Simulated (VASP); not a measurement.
# MnS (Fm-3m) in VASP: a series of runs

MnS is run at these levels: PBEsol+D4, PBE+D4, BLYP+D3(BJ), PBE; tasks: relaxation of cell and atoms, single point.

Program: VASP 6.6.1. These are calculated values, not measurements. Logs are shortened: lines on timing, memory, paths and dates and some standing lists are left out, and cuts for length are marked.

## 1. The cell of the first run

The structure is cubic, space group Fm-3m (No. 225). The conventional cell has a = 5.209 Å, b = 5.209 Å, c = 5.209 Å, α = 90.00°, β = 90.00°, γ = 90.00°. Mn (site symmetry m-3m) has 6 S at 2.60 Å within 3.4 Å. Within 3.4 Å of S (site symmetry m-3m) lie 6 Mn at 2.60 Å.

## 2. Relaxation of cell and atoms, PBEsol+D4, collinear spin, ferromagnetic start

File INCAR:

```
ALGO = Normal
EDIFF = 1E-6
EDIFFG = -0.02
ENCUT = 600
GGA = PS
IBRION = 2
ISIF = 3
ISMEAR = -1
ISPIN = 2
IVDW = 13
LASPH = True
LCHARG = False
LMAXMIX = 4
LORBIT = 11
LREAL = False
LWAVE = False
MAGMOM = 4 0
NELM = 150
NSW = 80
PREC = Accurate
SIGMA = 0.05
```

File KPOINTS:

```
k-points
0
Gamma
  9 9 9
```

File POSCAR:

```
MnS
1.0
    0.0000000000      2.6045000000      2.6045000000
    2.6045000000      0.0000000000      2.6045000000
    2.6045000000      2.6045000000      0.0000000000
Mn S
1 1
Direct
    0.0000000000      0.0000000000      0.0000000000
    0.5000000000      0.5000000000      0.5000000000
```

Potentials or basis: VASP PAW PBE potentials, release 64 (Mn_pv, S).

Command:

```bash
$ cat potpaw_PBE.64/Mn_pv/POTCAR potpaw_PBE.64/S/POTCAR > POTCAR
$ mpirun -np 1 vasp_std > vasp.out
```

OUTCAR:

```text
EDIFF = 1E-6
   EDIFFG = -0.02
   ENCUT = 600
   GGA = PS
   IBRION = 2
   ISIF = 3
   ISMEAR = -1
   ISPIN = 2
   IVDW = 13
   LASPH = True
   LORBIT = 11
   LREAL = False
   NELM = 150
   NSW = 80
   PREC = Accurate

 ion  position               nearest neighbor table
   1  0.000  0.000  0.000-   2 2.60   2 2.60   2 2.60   2 2.60   2 2.60   2 2.60
   2  0.500  0.500  0.500-   1 2.60   1 2.60   1 2.60   1 2.60   1 2.60   1 2.60

  LATTYP: Found a face centered cubic cell.
 ALAT       =     5.2090000000

  Lattice vectors:

 A1 = (   0.0000000000,   2.6045000000,   2.6045000000)
 A2 = (   2.6045000000,   0.0000000000,   2.6045000000)
 A3 = (   2.6045000000,   2.6045000000,   0.0000000000)

Analysis of symmetry for initial positions (statically):
=====================================================================
 Subroutine PRICEL returns:
 Original cell was already a primitive cell.

 Routine SETGRP: Setting up the symmetry group for a
 face centered cubic supercell.

 Subroutine GETGRP returns: Found 48 space group operations
 (whereof 48 operations were pure point group operations)
 out of a pool of 48 trial point group operations.

The static configuration has the point symmetry O_h .

Analysis of symmetry for dynamics (positions and initial velocities):
=====================================================================
 Subroutine PRICEL returns:
 Original cell was already a primitive cell.

 Routine SETGRP: Setting up the symmetry group for a
 face centered cubic supercell.

 Subroutine GETGRP returns: Found 48 space group operations
 (whereof 48 operations were pure point group operations)
 out of a pool of 48 trial point group operations.

The dynamic configuration has the point symmetry O_h .

Analysis of structural, dynamic, and magnetic symmetry:
=====================================================================
 Subroutine PRICEL returns:
 Original cell was already a primitive cell.

 Routine SETGRP: Setting up the symmetry group for a
 face centered cubic supercell.

 Subroutine GETGRP returns: Found 48 space group operations
 (whereof 48 operations were pure point group operations)
 out of a pool of 48 trial point group operations.

The overall configuration has the point symmetry O_h .

 Subroutine INISYM returns: Found 48 space group operations
 (whereof 48 operations are pure point group operations),
 and found     1 'primitive' translations

----------------------------------------------------------------------------------------

                                     Primitive cell

  volume of cell :      35.3348

  direct lattice vectors                    reciprocal lattice vectors
     0.000000000  2.604500000  2.604500000    -0.191975427  0.191975427  0.191975427
     2.604500000  0.000000000  2.604500000     0.191975427 -0.191975427  0.191975427
     2.604500000  2.604500000  0.000000000     0.191975427  0.191975427 -0.191975427

  length of vectors
[... 108 lines left out ...]
   LHFCALC =     F    Hartree Fock is set to
   AEXX    =    0.0000 exact exchange contribution
   IVDW    =    13    specifies the selected vdW correction
   LEPSILON=     F    determine dielectric tensor
   LRPA    =     F    only Hartree local field effects (RPA)
 conjugate gradient relaxation of ions
 spin polarized calculation
  energy-cutoff  :      600.00
  volume of cell :       35.33
 maximum number of plane-waves:      1243
 NGX is ok and might be reduce to    30
   NGX = 15   NGY = 15   NGZ = 15

--------------------------------------- Ionic step        1  -------------------------------------------

 number of electron      19.0000008 magnetization       4.6855103

 Free energy of the ion-electron system (eV)
  ---------------------------------------------------
  ext. energy  EPLUGINS =         0.00000000
  ---------------------------------------------------
  free energy    TOTEN  =       -14.85793128 eV

  energy without entropy =      -14.85107209  energy(sigma->0) =      -14.85450168

------------------------ aborting loop because EDIFF is reached ----------------------------------------

  DFT-D4 for vdW energy calculation

  Edisp (eV):   -0.45983
[... 191 lines left out ...]
--------------------------------------- Ionic step        6  -------------------------------------------

 number of electron      19.0000005 magnetization       3.9404521

 Free energy of the ion-electron system (eV)
  ---------------------------------------------------
  ext. energy  EPLUGINS =         0.00000000
  ---------------------------------------------------
  free energy    TOTEN  =       -14.98398980 eV

  energy without entropy =      -14.97588303  energy(sigma->0) =      -14.97993641

 E-fermi :   8.8485     XC(G=0): -11.8398

 val. band max:        8.8427826302   @ k =   0.2222   0.2222   0.0000
 cond. band min:       8.8881098088   @ k =  -0.1111   0.1111   0.0000
 fundamental gap:      0.0453271786
 Fermi energy:         8.8485125430

 spin component 1

 k-point     1 :       0.0000    0.0000    0.0000
  band No.  band energies     occupation
      1     -41.2673      1.00000
      2     -41.2673      1.00000
      3     -41.2673      1.00000
      4      -7.1525      1.00000
      5       5.4976      1.00000
      6       5.4976      1.00000
      7       5.4976      1.00000
      8       5.6224      1.00000
      9       5.6224      1.00000
     10       6.8200      1.00000
     11       6.8200      1.00000
     12       6.8200      1.00000
     13      12.2948      0.00000
     14      18.0126      0.00000
[... 403 lines left out ...]
      4      -5.1738      1.00000
      5       1.7326      1.00000
      6       4.6234      1.00000
      7       4.7685      1.00000
      8       4.7685      1.00000
      9       6.0118      1.00000
     10       6.6381      1.00000
     11       6.6381      1.00000
     12       7.4568      1.00000
     13      10.4045      0.00000
     14      14.7692      0.00000
     15      20.6102      0.00000

 [... further k-points ...]

 spin component 2

 k-point     1 :       0.0000    0.0000    0.0000
  band No.  band energies     occupation
      1     -37.4492      1.00000
      2     -37.4492      1.00000
      3     -37.4492      1.00000
      4      -6.8718      1.00000
      5       7.0258      1.00000
      6       7.0258      1.00000
      7       7.0258      1.00000
      8       8.4643      0.99954
      9       8.4643      0.99954
     10       8.4643      0.99954
     11       8.6055      0.99231
     12       8.6055      0.99231
     13      13.0375      0.00000
     14      19.0747      0.00000
[... 448 lines left out ...]
  FREE ENERGIE OF THE ION-ELECTRON SYSTEM (eV)
  ---------------------------------------------------
  free  energy   TOTEN  =       -15.5367908577 eV

  energy  without entropy=      -15.5286840822  energy(sigma->0) =      -15.53273747

 reached required accuracy - stopping structural energy minimisation

 total charge

# of ion       s       p       d       tot
------------------------------------------
    1        0.259   6.233   5.064  11.556
    2        1.322   2.404   0.000   3.726
--------------------------------------------------
tot          1.581   8.637   5.064  15.282

 magnetization (x)

# of ion       s       p       d       tot
------------------------------------------
    1        0.053   0.043   3.559   3.655
    2        0.025   0.028   0.000   0.053
--------------------------------------------------
tot          0.078   0.072   3.559   3.709
```

CONTCAR:

```text
MnS
   1.00000000000000
     0.0000000000000000    2.4373662322642495    2.4373662322642495
     2.4373662322642495    0.0000000000000000    2.4373662322642495
     2.4373662322642495    2.4373662322642495   -0.0000000000000000
  Mn              S
     1     1
Direct
     0.0000000000000000    0.0000000000000000    0.0000000000000000
     0.5000000000000000    0.5000000000000000    0.5000000000000000

  0.00000000E+00  0.00000000E+00  0.00000000E+00
  0.00000000E+00  0.00000000E+00  0.00000000E+00
```

It took 3 min on 1 thread of Intel Xeon Platinum 8488C (Sapphire Rapids), shared host; peak memory 0.22 GiB.

What came out:

| Property | Result |
| --- | --- |
| Free energy | -15.5368 eV |
| Relaxed volume | 14.48 Å³/atom |
| Relaxed cell | a = 3.447 Å, b = 3.447 Å, c = 3.447 Å, α = 60.00°, β = 60.00°, γ = 60.00° |
| Space group after relaxing (to 0.05 Å) | Fm-3m (No. 225) |
| Energy gained by relaxing | 109.5 meV/atom |
| Ionic steps | 6 |
| Pressure after relaxing | 0.0 GPa |
| Net moment | 3.94 μB per cell |
| Site moments | Mn +3.65; S +0.05 μB |
| Valence electrons inside the program's atomic spheres | Mn 11.56; S 3.73 |
| Dispersion energy per atom | -0.276 eV |

The path:
| step | energy change (eV) | largest force (eV/Å) | pressure (GPa) | volume (Å³) |
| --- | --- | --- | --- | --- |
| 1 | 0.0000 | 0.0000 | -9.11 | 35.33 |
| 2 | -0.1973 | 0.0000 | -4.02 | 30.44 |
| 3 | -0.1696 | 0.0000 | 12.17 | 26.84 |
| 4 | -0.2165 | 0.0000 | -1.73 | 29.43 |
| 5 | -0.2188 | 0.0000 | 0.52 | 28.82 |
| 6 | -0.2190 | 0.0000 | 0.02 | 28.96 |

Final structure:
```
CELL_PARAMETERS angstrom
0.00000 2.43737 2.43737
2.43737 0.00000 2.43737
2.43737 2.43737 0.00000
ATOMIC_POSITIONS crystal
Mn 0.00000 0.00000 0.00000
S 0.50000 0.50000 0.50000
```

Caveat: the volume moved by over 15 % at a fixed basis, so the end points are rough; the PAW data sets were made with another functional, which shifts forces and pressure a little; the volume moved by -18 % from the deposited cell, more than functionals usually miss; a cell with one magnetic atom can't hold antiferromagnetic order, which such compounds often take; semilocal functionals often make such compounds metallic where correlation or magnetic order opens a gap, which also shifts bond lengths; pairwise dispersion overbinds metals, which lowers pressure and volume. With open d or f shells a metallic result of PBEsol can be an artefact of self-interaction; +U or a hybrid may open a gap.

## 3. Single point, PBE+D4, collinear spin, ferromagnetic start

This run uses another cell than the first one, of 15.23 Å³/atom, 0.862 times its volume.

File INCAR:

```
SYSTEM = MnS
PREC     = Accurate       ! precision mode
ENCUT    = 520            ! plane-wave cutoff, eV
EDIFF    = 1E-7           ! SCF threshold, eV
ISMEAR   = -1             ! smearing method
SIGMA    = 0.05           ! smearing width, eV
LREAL    = .False.        ! projectors in reciprocal space
LASPH    = .True.         ! aspherical terms in the spheres
NELM     = 150            ! most SCF steps
ALGO     = Normal         ! electronic algorithm
ISIF     = 2              ! what is computed and relaxed
LWAVE    = .False.        ! write WAVECAR
LCHARG   = .False.        ! write CHGCAR
ISPIN    = 2              ! spin polarisation
MAGMOM   = 4 0            ! initial moments
LORBIT   = 11             ! projections on sites
LMAXMIX  = 4              ! l up to which the mixer works
GGA      = PE             ! functional
IVDW     = 13             ! dispersion correction
NBANDS   = 20             ! bands
```

File KPOINTS:

```
Automatic mesh
0
Gamma
  9 9 9
  0 0 0
```

File POSCAR:

```
MnS
1.0
    0.0000000000      2.4786417096      2.4786417096
    2.4786417096      0.0000000000      2.4786417096
    2.4786417096      2.4786417096      0.0000000000
Mn S
1 1
Direct
    0.0000000000      0.0000000000      0.0000000000
    0.5000000000      0.5000000000      0.5000000000
```

Potentials or basis: VASP PAW PBE potentials, release 64 (Mn_pv, S).

Command:

```bash
$ cat potpaw_PBE.64/Mn_pv/POTCAR potpaw_PBE.64/S/POTCAR > POTCAR
$ mpirun -np 1 vasp_std > vasp.out
```

OUTCAR:

```text
SYSTEM = MnS
   PREC = Accurate
   ENCUT = 520
   EDIFF = 1E-7
   ISMEAR = -1
   LREAL = .False.
   LASPH = .True.
   NELM = 150
   ISIF = 2
   ISPIN = 2
   LORBIT = 11
   GGA = PE
   IVDW = 13

 ion  position               nearest neighbor table
   1  0.000  0.000  0.000-   2 2.48   2 2.48   2 2.48   2 2.48   2 2.48   2 2.48
   2  0.500  0.500  0.500-   1 2.48   1 2.48   1 2.48   1 2.48   1 2.48   1 2.48

  LATTYP: Found a face centered cubic cell.
 ALAT       =     4.9572834192

  Lattice vectors:

 A1 = (   0.0000000000,   2.4786417096,   2.4786417096)
 A2 = (   2.4786417096,   0.0000000000,   2.4786417096)
 A3 = (   2.4786417096,   2.4786417096,   0.0000000000)

Analysis of symmetry for initial positions (statically):
=====================================================================
 Subroutine PRICEL returns:
 Original cell was already a primitive cell.

 Routine SETGRP: Setting up the symmetry group for a
 face centered cubic supercell.

 Subroutine GETGRP returns: Found 48 space group operations
 (whereof 48 operations were pure point group operations)
 out of a pool of 48 trial point group operations.

The static configuration has the point symmetry O_h .

Analysis of symmetry for dynamics (positions and initial velocities):
=====================================================================
 Subroutine PRICEL returns:
 Original cell was already a primitive cell.

 Routine SETGRP: Setting up the symmetry group for a
 face centered cubic supercell.

 Subroutine GETGRP returns: Found 48 space group operations
 (whereof 48 operations were pure point group operations)
 out of a pool of 48 trial point group operations.

The dynamic configuration has the point symmetry O_h .

Analysis of structural, dynamic, and magnetic symmetry:
=====================================================================
 Subroutine PRICEL returns:
 Original cell was already a primitive cell.

 Routine SETGRP: Setting up the symmetry group for a
 face centered cubic supercell.

[... 148 lines left out ...]
  free energy    TOTEN  =       -14.04234520 eV

  energy without entropy =      -14.02984846  energy(sigma->0) =      -14.03609683

 E-fermi :   8.4019     XC(G=0): -11.4107

 val. band max:        8.3833260885   @ k =  -0.4444   0.3333   0.1111
 cond. band min:       8.4019441048   @ k =  -0.1111   0.1111   0.0000
 fundamental gap:      0.0186180163
 Fermi energy:         8.4019004193

 spin component 1

 k-point     1 :       0.0000    0.0000    0.0000
  band No.  band energies     occupation
      1     -42.0436      1.00000
      2     -42.0436      1.00000
      3     -42.0436      1.00000
      4      -7.2866      1.00000
      5       5.0008      1.00000
      6       5.0008      1.00000
[... 541 lines left out ...]
     19      23.9991      0.00000
     20      23.9991      0.00000

 [... further k-points ...]

 spin component 2

 k-point     1 :       0.0000    0.0000    0.0000
  band No.  band energies     occupation
      1     -37.9965      1.00000
      2     -37.9965      1.00000
      3     -37.9965      1.00000
      4      -7.0403      1.00000
      5       6.4887      1.00000
      6       6.4887      1.00000
[... 541 lines left out ...]
     19      24.4840      0.00000
     20      24.4840      0.00000

 [... further k-points ...]

------------------------ aborting loop because EDIFF is reached ----------------------------------------

  DFT-D4 for vdW energy calculation

  Edisp (eV):   -0.92264

  FORCE on cell =-STRESS in cart. coord.  units (eV):
  Direction    XX          YY          ZZ          XY          YZ          ZX
  --------------------------------------------------------------------------------------
  -------------------------------------------------------------------------------------
  Total       0.00284     0.00284     0.00284     0.00000     0.00000     0.00000
  in kB       0.14915     0.14915     0.14915     0.00000     0.00000     0.00000
  external pressure =        0.15 kB  Pullay stress =        0.00 kB

 VOLUME and BASIS-vectors are now :
 -----------------------------------------------------------------------------
  energy-cutoff  :      520.00
  volume of cell :       30.46
      direct lattice vectors                 reciprocal lattice vectors
     0.000000000  2.478641710  2.478641710    -0.201723387  0.201723387  0.201723387
     2.478641710  0.000000000  2.478641710     0.201723387 -0.201723387  0.201723387
     2.478641710  2.478641710  0.000000000     0.201723387  0.201723387 -0.201723387

 POSITION                                       TOTAL-FORCE (eV/Angst)
 -----------------------------------------------------------------------------------
      0.00000      0.00000      0.00000         0.000000     -0.000000     -0.000000
      2.47864      2.47864      2.47864        -0.000000      0.000000      0.000000
 -----------------------------------------------------------------------------------
    total drift:                               -0.000000      0.000000      0.000000

  FREE ENERGIE OF THE ION-ELECTRON SYSTEM (eV)
  ---------------------------------------------------
  free  energy   TOTEN  =       -14.9649804023 eV

  energy  without entropy=      -14.9524836652  energy(sigma->0) =      -14.95873203

 total charge

# of ion       s       p       d       tot
------------------------------------------
    1        0.243   6.209   5.022  11.475
    2        1.328   2.421   0.000   3.749
--------------------------------------------------
tot          1.572   8.630   5.022  15.224

 magnetization (x)

# of ion       s       p       d       tot
------------------------------------------
    1        0.053   0.042   3.732   3.827
    2        0.026   0.031   0.000   0.057
--------------------------------------------------
tot          0.079   0.074   3.732   3.884
```

stdout:

```text
POSCAR found type information on POSCAR MnS
 POSCAR found :  2 types and       2 ions
 scaLAPACK will be used
 LDA part: xc-table for (Slater+PW92), standard interpolation
 POSCAR, INCAR and KPOINTS ok, starting setup
 FFT: planning ... GRIDC
 FFT: planning ... GRID_SOFT
 FFT: planning ... GRID
 WAVECAR not read
 entering main loop
```

It took 54 s on 1 thread of Intel Xeon Platinum 8259CL at 2.50GHz (Skylake/Cascade Lake), shared host; peak memory 0.19 GiB.

What came out:

```
Free energy                                           : -14.9650 eV
Pressure                                              : 0.0 GPa
Net moment                                            : 4.13 μB per cell
Site moments                                          : Mn +3.83; S +0.06 μB
Valence electrons inside the program's atomic spheres : Mn 11.47; S 3.75
Dispersion energy per atom                            : -0.461 eV
```

Caveat: a cell with one magnetic atom can't hold antiferromagnetic order, which such compounds often take; semilocal functionals often make such compounds metallic where correlation or magnetic order opens a gap, which also shifts bond lengths; pairwise dispersion overbinds metals, which lowers pressure and volume. With open d or f shells a metallic result of PBE can be an artefact of self-interaction; +U or a hybrid may open a gap.

(Continued in part 2 of 2.)
